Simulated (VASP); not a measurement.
A run of VASP 6.6.1 is set up as follows.

File INCAR:

```
  ALGO = Fast
  EDIFF = 1E-6
  EDIFFG = -0.001
  ENCUT = 600
  GGA = PS
  IBRION = 2
  ISIF = 3
  ISMEAR = -1
  LASPH = True
  LCHARG = False
  LREAL = False
  LWAVE = False
  NELM = 100
  NSW = 80
  PREC = Accurate
  SIGMA = 0.15
```

The input KPOINTS:

```
k-points
0
Gamma
  8 8 8
```

POSCAR

```
Zn3GeO
1.0
    4.1515308221      0.0000000000      0.0000000000
    0.0000000000      4.1515308221      0.0000000000
    0.0000000000      0.0000000000      4.1515308221
Zn Ge O
3 1 1
Direct
    0.5000000000      0.5000000000      0.0000000000
    0.0000000000      0.5000000000      0.5000000000
    0.5000000000      0.0000000000      0.5000000000
    0.0000000000      0.0000000000      0.0000000000
    0.5000000000      0.5000000000      0.5000000000
```

Potentials or basis: VASP PAW PBE potentials, release 64 (Zn, Ge_d, O).

Command:

```console
$ cat potpaw_PBE.64/Zn/POTCAR potpaw_PBE.64/Ge_d/POTCAR potpaw_PBE.64/O/POTCAR > POTCAR
$ mpirun -np 1 vasp_std > vasp.out
```

What does it give for the band gap on the k mesh?

Zero (bands 28 and 29 overlap by 0.77 eV).

Predict the relaxed cell.

a = 4.162 Å, b = 4.162 Å, c = 4.162 Å, α = 90.00°, β = 90.00°, γ = 90.00°.

What does it give for the relaxed volume?

14.42 Å³/atom.

Estimate the space group after relaxing (to 0.1 Å).

Pm-3m (No. 221).

The path:
| step | energy change (eV) | largest force (eV/Å) | pressure (GPa) | volume (Å³) |
| --- | --- | --- | --- | --- |
| 1 | 0.0000 | 0.0000 | 0.71 | 71.55 |
| 2 | -0.0012 | 0.0000 | -0.14 | 72.21 |
| 3 | -0.0012 | 0.0000 | -0.02 | 72.10 |
| 4 | -0.0012 | 0.0000 | 0.01 | 72.09 |

Caveat: the PAW data sets were made with another functional, which shifts forces and pressure a little.
